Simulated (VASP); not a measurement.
# LiCl (Fm-3m) in VASP: a series of runs, part 2 of 3

VASP 6.6.1. The steps go on from the part before.

## 3. Relaxation of cell and atoms, BLYP+D4

Input file INCAR:

```
AGGAC = 1.0 ; AGGAX = 1.0
ALDAC = 0.0 ; ALDAX = 1.0
ALGO = Normal ; EDIFF = 1E-6
EDIFFG = -0.01 ; ENCUT = 600
GGA = B5 ; IBRION = 2
ISIF = 3 ; ISMEAR = -1
IVDW = 13 ; LASPH = True
LCHARG = False ; LREAL = False
LWAVE = False ; NELM = 80
NSW = 60 ; PREC = Accurate
SIGMA = 0.05 ; VDW_A1 = 0.44488865
VDW_A2 = 4.0933009 ; VDW_S6 = 1.0
VDW_S8 = 2.34076671
```

Input file KPOINTS:

```
k-points
0
Gamma
  9 9 9
```

Input file POSCAR:

```
LiCl
1.0
    0.0000000000      2.5647700000      2.5647700000
    2.5647700000      0.0000000000      2.5647700000
    2.5647700000      2.5647700000      0.0000000000
Cl Li
1 1
Direct
    0.5000000000      0.5000000000      0.5000000000
    0.0000000000      0.0000000000      0.0000000000
```

Potentials or basis: VASP PAW PBE potentials, release 64 (Cl, Li_sv).

Command:

```
$ cat potpaw_PBE.64/Cl/POTCAR potpaw_PBE.64/Li_sv/POTCAR > POTCAR
$ mpirun -np 1 vasp_std > vasp.out
```

OUTCAR:

```text
EDIFF = 1E-6
   EDIFFG = -0.01
   ENCUT = 600
   GGA = B5
   IBRION = 2
   ISIF = 3
   ISMEAR = -1
   IVDW = 13
   LASPH = True
   LREAL = False
   NELM = 80
   NSW = 60
   PREC = Accurate

 ion  position               nearest neighbor table
   1  0.500  0.500  0.500-   2 2.56   2 2.56   2 2.56   2 2.56   2 2.56   2 2.56
   2  0.000  0.000  0.000-   1 2.56   1 2.56   1 2.56   1 2.56   1 2.56   1 2.56

  LATTYP: Found a face centered cubic cell.
 ALAT       =     5.1295400000

  Lattice vectors:

 A1 = (   0.0000000000,   2.5647700000,   2.5647700000)
 A2 = (   2.5647700000,   0.0000000000,   2.5647700000)
 A3 = (   2.5647700000,   2.5647700000,   0.0000000000)

Analysis of symmetry for initial positions (statically):
=====================================================================
 Subroutine PRICEL returns:
 Original cell was already a primitive cell.

 Routine SETGRP: Setting up the symmetry group for a
 face centered cubic supercell.

 Subroutine GETGRP returns: Found 48 space group operations
 (whereof 48 operations were pure point group operations)
 out of a pool of 48 trial point group operations.

The static configuration has the point symmetry O_h .

Analysis of symmetry for dynamics (positions and initial velocities):
=====================================================================
 Subroutine PRICEL returns:
 Original cell was already a primitive cell.

 Routine SETGRP: Setting up the symmetry group for a
 face centered cubic supercell.

 Subroutine GETGRP returns: Found 48 space group operations
 (whereof 48 operations were pure point group operations)
 out of a pool of 48 trial point group operations.

The dynamic configuration has the point symmetry O_h .

 Subroutine INISYM returns: Found 48 space group operations
 (whereof 48 operations are pure point group operations),
 and found     1 'primitive' translations

----------------------------------------------------------------------------------------

                                     Primitive cell

  volume of cell :      33.7423

  direct lattice vectors                    reciprocal lattice vectors
     0.000000000  2.564770000  2.564770000    -0.194949255  0.194949255  0.194949255
     2.564770000  0.000000000  2.564770000     0.194949255 -0.194949255  0.194949255
     2.564770000  2.564770000  0.000000000     0.194949255  0.194949255 -0.194949255

  length of vectors
     3.627132518  3.627132518  3.627132518     0.337662014  0.337662014  0.337662014

  position of ions in fractional coordinates (direct lattice)
     0.500000000  0.500000000  0.500000000
     0.000000000  0.000000000  0.000000000

  ion indices of the primitive-cell ions
   primitive index   ion index
                 1           1
                 2           2

----------------------------------------------------------------------------------------

 KPOINTS: k-points

Automatic generation of k-mesh.
 Grid dimensions read from file:
 generate k-points for:    9    9    9

 Generating k-lattice:

  Cartesian coordinates                     Fractional coordinates (reciprocal lattice)
    -0.021661028  0.021661028  0.021661028     0.111111111  0.000000000  0.000000000
     0.021661028 -0.021661028  0.021661028     0.000000000  0.111111111  0.000000000
     0.021661028  0.021661028 -0.021661028     0.000000000  0.000000000  0.111111111

  Length of vectors
     0.037518002  0.037518002  0.037518002

  Shift w.r.t. Gamma in fractional coordinates (k-lattice)
     0.000000000  0.000000000  0.000000000

 Subroutine IBZKPT returns following result:
 ===========================================

 Found     35 irreducible k-points:

 Following reciprocal coordinates:
            Coordinates               Weight
  0.000000  0.000000  0.000000      1.000000
  0.111111  0.000000  0.000000      8.000000
  0.222222  0.000000  0.000000      8.000000
  0.333333  0.000000  0.000000      8.000000
  0.444444  0.000000  0.000000      8.000000
  0.111111  0.111111  0.000000      6.000000
[... 16 lines left out ...]
 -0.333333  0.333333  0.000000     12.000000
  0.444444  0.444444  0.000000      6.000000
 [... further k-points ...]
   k-points           NKPTS =     35   k-points in BZ     NKDIM =     35   number of bands    NBANDS=      9
   number of dos      NEDOS =    301   number of ions     NIONS =      2
   total plane-waves  NPLWV =  27000
   dimension x,y,z NGX =    30 NGY =   30 NGZ =   30
   dimension x,y,z NGXF=    60 NGYF=   60 NGZF=   60
   ions per type =               1   1
   NGX,Y,Z   is equivalent  to a cutoff of  13.75, 13.75, 13.75 a.u.
   NGXF,Y,Z  is equivalent  to a cutoff of  27.50, 27.50, 27.50 a.u.
 SYSTEM =  unknown system
   PREC   = accura    normal or accurate (medium, high low for compatibility)
   ISTART =      0    job   : 0-new  1-cont  2-samecut
   ICHARG =      2    charge: 1-file 2-atom 10-const
   ISPIN  =      1    spin polarized calculation?
   LNONCOLLINEAR =      F non collinear calculations
   LSORBIT =      F    spin-orbit coupling
   LASPH  =      T    aspherical Exc in radial PAW
   ENCUT  =  600.0 eV  44.10 Ry    6.64 a.u.   7.24  7.24  7.24*2*pi/ulx,y,z
   NELM   =     80;   NELMIN=  2; NELMDL= -5     # of ELM steps
   EDIFF  = 0.1E-05   stopping-criterion for ELM
   LREAL  =      F    real-space projection
   EDIFFG = -.1E-01   stopping-criterion for IOM
   NSW    =     60    number of steps for IOM
   IBRION =      2    ionic relax: 0-MD 1-quasi-New 2-CG
   NFREE  =      1    steps in history (QN), initial steepest desc. (CG)
   ISIF   =      3    stress and relaxation
   ISYM   =      2    0-nonsym 1-usesym 2-fastsym
   POTIM  = 0.5000    time-step for ionic-motion
   TEBEG  =    0.0;   TEEND  =   0.0 temperature during run
   PSTRESS=    0.0 pullay stress
   NELECT =      10.0000    total number of electrons
   NUPDOWN=      -1.0000    fix difference up-down
   EMIN   =  10.00;   EMAX   =-10.00  energy-range for DOS
   EFERMI =   0.00;   METHOD = LEGACY
   ISMEAR =    -1;   SIGMA  =   0.05  broadening in eV -4-tet -1-fermi 0-gaus
   EFERMI_NEDOS =   21; number of points for ismear=-14 and -15
   IALGO  =     38    algorithm
   IMIX   =      4    mixing-type and parameters
     AMIX     =   0.40;   BMIX     =  1.00
     AMIX_MAG =   1.60;   BMIX_MAG =  1.00
  volume/ion in A,a.u.               =      16.87       113.85
  Fermi-wavevector in a.u.,A,eV,Ry     =   1.091482  2.062601 16.209056  1.191332
  Thomas-Fermi vector in A             =   2.227728
   LORBIT       =      0    0 simple, 1 ext, 2 COOP (PROOUT), +10 PAW based schemes
   GGA     = B5    functional components
   LHFCALC =     F    Hartree Fock is set to
   AEXX    =    0.0000 exact exchange contribution
   IVDW    =    13    specifies the selected vdW correction
   LEPSILON=     F    determine dielectric tensor
   LRPA    =     F    only Hartree local field effects (RPA)
 conjugate gradient relaxation of ions
 non-spin polarized calculation
  energy-cutoff  :      600.00
  volume of cell :       33.74
 maximum number of plane-waves:      1147
 NGX is ok and might be reduce to    30
   NGX = 15   NGY = 15   NGZ = 15

--------------------------------------- Ionic step        1  -------------------------------------------

 number of electron      10.0000003 magnetization

 Free energy of the ion-electron system (eV)
  ---------------------------------------------------
  ext. energy  EPLUGINS =         0.00000000
  ---------------------------------------------------
  free energy    TOTEN  =        -7.02287829 eV

  energy without entropy =       -7.02287829  energy(sigma->0) =       -7.02287829

------------------------ aborting loop because EDIFF is reached ----------------------------------------

  DFT-D4 for vdW energy calculation

  Edisp (eV):   -0.45691
[... 71 lines left out ...]
--------------------------------------- Ionic step        3  -------------------------------------------

 number of electron       9.9999999 magnetization

 Free energy of the ion-electron system (eV)
  ---------------------------------------------------
  ext. energy  EPLUGINS =         0.00000000
  ---------------------------------------------------
  free energy    TOTEN  =        -7.01460384 eV

  energy without entropy =       -7.01460384  energy(sigma->0) =       -7.01460384

 E-fermi :   2.0557     XC(G=0):  -8.3927

 val. band max:        1.0243709932   @ k =   0.0000   0.0000   0.0000
 cond. band min:       7.6322132684   @ k =   0.0000   0.0000   0.0000
 fundamental gap:      6.6078422751
 Fermi energy:         2.0556734287

 k-point     1 :       0.0000    0.0000    0.0000
  band No.  band energies     occupation
      1     -43.0773      2.00000
      2     -12.3923      2.00000
      3       1.0244      2.00000
      4       1.0244      2.00000
      5       1.0244      2.00000
      6       7.6322      0.00000
      7      13.0468      0.00000
      8      13.0468      0.00000
      9      13.0468      0.00000
[... 265 lines left out ...]
 k-point    24 :       0.4444    0.4444    0.0000
  band No.  band energies     occupation
      1     -43.0738      2.00000
      2     -11.5813      2.00000
      3      -1.8160      2.00000
      4      -0.0685      2.00000
      5      -0.0685      2.00000
      6       9.0721      0.00000
      7       9.5380      0.00000
      8      13.4641      0.00000
      9      15.1545      0.00000

 [... further k-points ...]

------------------------ aborting loop because EDIFF is reached ----------------------------------------

  DFT-D4 for vdW energy calculation

  Edisp (eV):   -0.46632
[... 25 lines left out ...]
  FREE ENERGIE OF THE ION-ELECTRON SYSTEM (eV)
  ---------------------------------------------------
  free  energy   TOTEN  =        -7.4809243610 eV

  energy  without entropy=       -7.4809243609  energy(sigma->0) =       -7.48092436

 reached required accuracy - stopping structural energy minimisation
```

OSZICAR:

```text
N       E                     dE             d eps       ncg     rms          rms(c)
DAV:   1     0.469987442741E+02    0.46999E+02   -0.46323E+03   630   0.114E+03
DAV:   2    -0.505142460358E+01   -0.52050E+02   -0.50322E+02   863   0.168E+02
DAV:   3    -0.708280663899E+01   -0.20314E+01   -0.20295E+01   778   0.405E+01
[... 18 lines left out ...]
DAV:   1    -0.701818068511E+01    0.61958E-03   -0.70275E-02   630   0.202E+00    0.400E-01
DAV:   2    -0.701500866619E+01    0.31720E-02   -0.85687E-03   797   0.655E-01    0.138E-01
DAV:   3    -0.701462405068E+01    0.38462E-03   -0.14895E-03   650   0.249E-01    0.844E-02
DAV:   4    -0.701460478529E+01    0.19265E-04   -0.41395E-05  1086   0.557E-02    0.161E-02
DAV:   5    -0.701460383997E+01    0.94532E-06   -0.62938E-06   831   0.197E-02
   3 F= -.74809244E+01 E0= -.74809244E+01  d E =-.114031E-02
```

CONTCAR:

```text
LiCl
   1.00000000000000
    -0.0000000000000000    2.5494573551526170    2.5494573551526170
     2.5494573551526170    0.0000000000000000    2.5494573551526170
     2.5494573551526170    2.5494573551526170    0.0000000000000000
  Cl              Li
     1     1
Direct
     0.5000000000000000    0.5000000000000000    0.5000000000000000
     0.0000000000000000    0.0000000000000000    0.0000000000000000

  0.00000000E+00  0.00000000E+00  0.00000000E+00
  0.00000000E+00  0.00000000E+00  0.00000000E+00
```

Wall time 73 s (1 thread of Intel Xeon 8259CL, shared host); peak memory 0.17 GiB.

Results:

```yaml
Free_energy: -7.4809 eV
Relaxed_volume: 16.57 Å³/atom
Relaxed_cell: a = 3.605 Å, b = 3.605 Å, c = 3.605 Å, α = 60.00°, β = 60.00°, γ = 60.00°
Space_group_after_relaxing_to_0.1_Å: Fm-3m (No. 225)
Energy_gained_by_relaxing: 0.6 meV/atom
Ionic_steps: 3
Pressure_after_relaxing: 0.0 GPa
Band_gap_on_the_k_mesh: 6.61 eV
Dispersion_energy_per_atom: -0.233 eV
```

Step by step:
| step | energy change (eV) | largest force (eV/Å) | pressure (GPa) | volume (Å³) |
| --- | --- | --- | --- | --- |
| 1 | 0.0000 | 0.0000 | -0.62 | 33.74 |
| 2 | -0.0009 | 0.0000 | -0.30 | 33.42 |
| 3 | -0.0011 | 0.0000 | 0.01 | 33.14 |

Final structure:
```
Cl Li
1.0
     0.00000    2.54946    2.54946
     2.54946    0.00000    2.54946
     2.54946    2.54946    0.00000
Cl Li
1 1
Cartesian
  2.5495 2.5495 2.5495
  0.0000 0.0000 0.0000
```

Levels at points of the mesh, in eV from the valence-band top:
```
           k point  band 2  band 3  band 4  band 5  band 6  band 7  band 8  band 9
(0.00, 0.00, 0.00)  -13.42    0.00    0.00    0.00    6.61   12.02   12.02   12.02
```

Caveat: the cutoff is under 1.25 times the usual one of these potentials, so pressure, stress and relaxed cells hold a basis-set (Pulay) error; the PAW data sets were made with another functional, which shifts forces and pressure a little; an odd mesh through Γ misses points on the zone boundary, where band edges can lie.

## 4. Single point, PBEsol-based screened hybrid with 25 % exact exchange

This run uses another cell than the first one, of 16.11 Å³/atom.

Input file POSCAR:

```
LiCl
1.0
    0.0000000000      2.5255052284      2.5255052284
    2.5255052284      0.0000000000      2.5255052284
    2.5255052284      2.5255052284      0.0000000000
Cl Li
1 1
Direct
    0.5000000000      0.5000000000      0.5000000000
    0.0000000000      0.0000000000      0.0000000000
```

Input file INCAR.step1:

```
ALGO = Normal ; EDIFF = 1E-5
ENCUT = 520 ; GGA = PE
ISIF = 2 ; ISMEAR = -1
LASPH = True ; LREAL = False
LWAVE = True ; NBANDS = 12
NELM = 100 ; PREC = Accurate
SIGMA = 0.05
```

Input file INCAR.step2:

```
AEXX = 0.25 ; ALGO = Normal
EDIFF = 1E-6 ; ENCUT = 520
GGA = PS ; HFSCREEN = 0.207
ISIF = 2 ; ISMEAR = -1
ISTART = 1 ; LASPH = True
LCHARG = True ; LELF = True
LHFCALC = True ; LREAL = False
LVHAR = True ; LWAVE = False
NBANDS = 12 ; NELM = 100
PREC = Accurate ; PRECFOCK = Normal
SIGMA = 0.05
```

Input file KPOINTS:

```
k-points
0
Gamma
  5 5 5
```

Command:

```
$ cat potpaw_PBE.64/Cl/POTCAR potpaw_PBE.64/Li_sv/POTCAR > POTCAR
$ cp INCAR.step1 INCAR
$ mpirun -np 1 vasp_std > vasp.out
$ cp INCAR.step2 INCAR
$ mpirun -np 1 vasp_std > vasp.out
```

Run time: 3.1 min. Hardware: 1 thread of Intel Xeon Platinum 8259CL at 2.50GHz (Skylake/Cascade Lake), shared host; peak memory 0.25 GiB.

The run converged. Its results:

- Free energy: -8.6660 eV
- Band gap on the k mesh: 7.84 eV

Levels at points of the mesh, in eV from the valence-band top:
```csv
k point,band 2,band 3,band 4,band 5,band 6,band 7,band 8,band 9
"(0.00, 0.00, 0.00)",-14.85,0.00,0.00,0.00,7.84,13.40,13.40,13.40
```

Caveat: the k points lie up to 0.43 Å⁻¹ apart; the cutoff is under 1.25 times the usual one of these potentials, so pressure, stress and relaxed cells hold a basis-set (Pulay) error; the PAW data sets were made with another functional, which shifts forces and pressure a little; an odd mesh through Γ misses points on the zone boundary, where band edges can lie.

(Part 2 of 3 ends here.)
